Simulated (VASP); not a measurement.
Set up this calculation in VASP 6.6.1, as the native input.

```
Task                   : single point
Functional             : PBE
Potentials or basis    : VASP PAW PBE potentials, release 64 (C, B)
Cutoff                 : 520 eV
k mesh                 : 15 × 15 × 15
Occupations            : fermi-dirac, width 0.05 eV
Spin                   : no spin polarisation
Dipole correction      : no
Further INCAR settings : ALGO = Normal; EDIFF = 1e-06; NBANDS = 20
```

The structure of BC5 lies in POSCAR:

```
BC5
1.0
   -1.2826984209      1.2826984209      5.8167698180
    1.2826984209     -1.2826984209      5.8167698180
    1.2826984209      1.2826984209     -5.8167698180
C B
5 1
Direct
    0.0801160000      0.5801160000      0.5000000000
    0.4198840000      0.9198840000      0.5000000000
    0.5000000000      0.5000000000      0.0000000000
    0.1562810000      0.1562810000      0.0000000000
    0.8437190000      0.8437190000      0.0000000000
    0.7500000000      0.2500000000      0.5000000000
```

The input as run:

INCAR

```
SYSTEM = BC5
ALGO = Normal
EDIFF = 1E-6
ENCUT = 520
GGA = PE
ISIF = 2
ISMEAR = -1
LASPH = .True.
LCHARG = .True.
LELF = .True.
LREAL = .False.
LVHAR = .True.
LWAVE = .False.
NBANDS = 20
NELM = 60
PREC = Accurate
SIGMA = 0.05
```

KPOINTS

```
k-points
0
Gamma
  15 15 15
  0 0 0
```

Potentials or basis: VASP PAW PBE potentials, release 64 (C, B).

Run with:

```console
$ cat potpaw_PBE.64/C/POTCAR potpaw_PBE.64/B/POTCAR > POTCAR
$ mpirun -np 1 vasp_std > vasp.out
```

It gave:

```yaml
Pressure: -20.2 GPa
Largest_force: 0.141 eV/Å
```

Run time: 5.5 min on 1 thread of Intel(R) Xeon(R) 6975P-C (Granite Rapids) (shared host), peak memory 0.41 GiB.
